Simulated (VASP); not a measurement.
Wanted: the native input for a VASP 6.6.1 run.

```yaml
Task: single point
Functional: PBE
Potentials_or_basis: VASP PAW PBE potentials, release 64 (Cl, I, K_sv)
Cutoff: 520 eV
k_mesh: 4 × 4 × 4
Occupations: gaussian, width 0.01 eV
Spin: no spin polarisation
Dipole_correction: no
Further_INCAR_settings: ALGO = Normal; EDIFF = 1e-07; NBANDS = 24
```

The structure of K2ICl lies in POSCAR:

```
K2ICl
1.0
    2.3574210133      1.3610576566      7.7636043720
   -2.3574210133      1.3610576566      7.7636043720
    0.0000000000     -2.7221153133      7.7636043720
Cl I K
1 1 2
Direct
    1.0000000000      0.0000000000      0.0000000000
    0.5000000000      0.5000000000      0.5000000000
    0.2599441828      0.2599441828      0.2599441828
    0.7400558172      0.7400558172      0.7400558172
```

These files were run (other wordings do the same):

INCAR

```
SYSTEM = K2ICl
ALGO = Normal
EDIFF = 1E-7
ENCUT = 520
GGA = PE
ISIF = 2
ISMEAR = 0
LASPH = .TRUE.
LCHARG = .FALSE.
LREAL = .FALSE.
LWAVE = .FALSE.
NBANDS = 24
NELM = 80
PREC = Accurate
SIGMA = 0.01
```

KPOINTS

```
k-points
0
G
  4 4 4
  0 0 0
```

Potentials or basis: VASP PAW PBE potentials, release 64 (Cl, I, K_sv).

The run is started by

```console
$ cat potpaw_PBE.64/Cl/POTCAR potpaw_PBE.64/I/POTCAR potpaw_PBE.64/K_sv/POTCAR > POTCAR
$ mpirun -np 1 vasp_std > vasp.out
```

Results of the run:

| Property | Result |
| --- | --- |
| Pressure | 0.6 GPa |
| Largest force | 0.018 eV/Å |
| Band gap on the k mesh | 3.80 eV, direct |

Caveat: spin-orbit coupling is left out, which moves the levels of the heavy elements.

Wall time 64 s on 1 thread of Intel(R) Xeon(R) 6975P-C (Granite Rapids), with other jobs on the host, peak memory 0.53 GiB.
